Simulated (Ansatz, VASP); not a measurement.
## One calculation of SnO2, two programs

INCAR

```
ALGO = Normal
EDIFF = 1E-6
ENCUT = 520
GGA = PE
ISIF = 2
ISMEAR = 0
LASPH = T
LCHARG = T
LELF = T
LREAL = F
LVHAR = T
LWAVE = F
NBANDS = 20
NELM = 80
PREC = Accurate
SIGMA = 0.15
```

File KPOINTS:

```
k-points
0
Gamma
  18 18 18
```

The input POSCAR:

```
SnO2
1.0
   -1.0800263395      2.1600526791      2.1600526791
    2.1600526791     -1.0800263395      2.1600526791
    2.1600526791      2.1600526791     -1.0800263395
Sn O
1 2
Direct
    0.0000000000      0.0000000000      0.0000000000
    0.2500000000      0.2500000000      0.2500000000
    0.7500000000      0.7500000000      0.7500000000
```

Input for Ansatz:

```yaml
crystal:
  lattice:
    - [-1.0800263395, 2.1600526791, 2.1600526791]
    - [2.1600526791, -1.0800263395, 2.1600526791]
    - [2.1600526791, 2.1600526791, -1.0800263395]
  atoms:
    - { symbol: Sn, position: [0.0, 0.0, 0.0] }
    - { symbol: O, position: [0.25, 0.25, 0.25] }
    - { symbol: O, position: [0.75, 0.75, 0.75] }
basis:
  ecutwfc: 420
kpoints:
  mp_grid: { grid: [18, 18, 18] }
hamiltonian:
  xc: pbe
scf:
  occupations: { method: gaussian, width: 0.15 }
output:
  forces: true
  stress: true
  eigenvalues: true
```

Alike in both runs: task single point; functional PBE; k mesh 18 × 18 × 18; occupations gaussian, width 0.15 eV; no spin polarisation.

|  | VASP | Ansatz |
| --- | --- | --- |
| version | VASP 6.6.1 | Ansatz 0.2.0 |
| potentials or method | VASP PAW PBE potentials, release 64 (Sn_d, O), cutoff 520 eV | scalar-relativistic, plane waves, PAW |
| valence electrons in the cell | 26 | 26 |

Ansatz gave:

```
gap on the k mesh at the Fermi level (eV) : 5.61
least direct gap on the mesh (eV)         : 6.33
rms of the force components (eV/Å)        : 23.745
```

Q: Which values does VASP return?

A: gap on the k mesh at the Fermi level (eV): 5.38; least direct gap on the mesh (eV): 6.15; rms of the force components (eV/Å): 19.167.

Atom by atom the forces differ by 4.578 eV/Å (rms over components).
